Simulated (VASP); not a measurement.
Write the native input for VASP 6.6.1 that does the following.

```
Task                   : single point
Functional             : LDA
Potentials or basis    : VASP PAW LDA potentials, release 64 (Al, Ti_sv, H)
Cutoff                 : 520 eV
k mesh                 : 6 × 6 × 1
Occupations            : gaussian, width 0.1 eV
Spin                   : no spin polarisation
Dipole correction      : yes
Further INCAR settings : ALGO = Normal; EDIFF = 1e-07; NBANDS = 33
```

The structure of TiAl3H lies in POSCAR:

```
TiAl3H
1.0
    5.0133158832      0.0000000000      0.0000000000
    2.1650041019      4.5217356605      0.0000000000
    0.0000000000      0.0000000000     22.0677223531
Al Ti H
6 2 2
Direct
    0.5000000000      0.0000000000      0.1812602105
    0.0000000000      0.5000000000      0.1812602105
    0.0000000000      0.0000000000      0.2418017965
    0.0000000000      0.5000000000      0.3061179612
    0.5000000000      0.0000000000      0.3061179612
    0.5000000000      0.5000000000      0.3655892631
    0.5000000000      0.5000000000      0.2418017965
    0.0000000000      0.0000000000      0.3624433202
    0.0000000000     -0.1177863142      0.5015344210
    0.0000000000      0.1177863142      0.5015344210
```

One way to write it, as run:

INCAR

```
PREC = Accurate
ENCUT = 520
EDIFF = 1E-7
ISMEAR = 0
SIGMA = 0.1
LREAL = F
LASPH = T
NELM = 60
ALGO = Normal
ISIF = 2
LWAVE = F
LCHARG = F
LDIPOL = T
IDIPOL = 3
DIPOL = 0.5 0.5 0.319
NBANDS = 33
```

KPOINTS

```
Automatic mesh
0
Gamma
  6 6 1
```

Potentials or basis: VASP PAW LDA potentials, release 64 (Al, Ti_sv, H).

The run is started by

```console
$ cat potpaw_LDA.64/Al/POTCAR potpaw_LDA.64/Ti_sv/POTCAR potpaw_LDA.64/H/POTCAR > POTCAR
$ mpirun -np 1 vasp_std > vasp.out
```

Results of the run:

| Property | Result |
| --- | --- |
| Largest force | 4.099 eV/Å |
| Band gap on the k mesh | zero (bands 22 and 23 overlap by 0.35 eV) |

Run time: 8.1 min on 1 thread of AMD EPYC 9R45 96-Core Processor (Zen 5), with other jobs on the host, peak memory 0.58 GiB.
